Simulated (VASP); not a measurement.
Input of a VASP 6.6.1 run:

INCAR

```
PREC     = Accurate       # precision mode
ENCUT    = 600            # plane-wave cutoff, eV
EDIFF    = 1E-6           # SCF threshold, eV
ISMEAR   = -1             # smearing method
SIGMA    = 0.08           # smearing width, eV
LREAL    = False          # projectors in reciprocal space
LASPH    = True           # aspherical terms in the spheres
NELM     = 100            # most SCF steps
ALGO     = Normal         # electronic algorithm
ISIF     = 3              # what is computed and relaxed
LWAVE    = False          # write WAVECAR
LCHARG   = False          # write CHGCAR
GGA      = PE             # functional
IBRION   = 2              # ionic algorithm
NSW      = 60             # ionic steps
EDIFFG   = -0.005         # ionic threshold
PSTRESS  = 510.0
```

The input KPOINTS:

```
Automatic mesh
0
Gamma
  16 16 16
```

The input POSCAR:

```
Lu
1.0
    0.0000000000      2.0643350564      2.0643350564
    2.0643350564      0.0000000000      2.0643350564
    2.0643350564      2.0643350564      0.0000000000
Lu
1
Direct
    0.0000000000      0.0000000000      0.0000000000
```

Potentials or basis: VASP PAW PBE potentials, release 64 (Lu).

The run is started by

```console
$ cat potpaw_PBE.64/Lu/POTCAR > POTCAR
$ mpirun -np 1 vasp_std > vasp.out
```

**Question.** Estimate the relaxed cell.

**Answer.** a = 2.927 Å, b = 2.927 Å, c = 2.927 Å, α = 60.00°, β = 60.00°, γ = 60.00°.

**Question.** Predict the relaxed volume.

**Answer.** 17.72 Å³/atom.

**Question.** Predict the space group after relaxing (to 0.05 Å).

**Answer.** Fm-3m (No. 225).

The path:
| step | energy change (eV) | largest force (eV/Å) | pressure (GPa) | volume (Å³) |
| --- | --- | --- | --- | --- |
| 1 | 0.0000 | 0.0000 | 51.91 | 17.59 |
| 2 | -0.0810 | 0.0000 | 49.47 | 17.85 |
| 3 | -0.0440 | 0.0000 | 50.63 | 17.73 |
| 4 | -0.0312 | 0.0000 | 51.19 | 17.69 |
| 5 | -0.0356 | 0.0000 | 51.37 | 17.70 |
| 6 | -0.0398 | 0.0000 | 51.22 | 17.72 |
| 7 | -0.0419 | 0.0000 | 51.04 | 17.72 |

Caveat: the cell is relaxed towards a set pressure, so the enthalpy falls and the energy may rise.
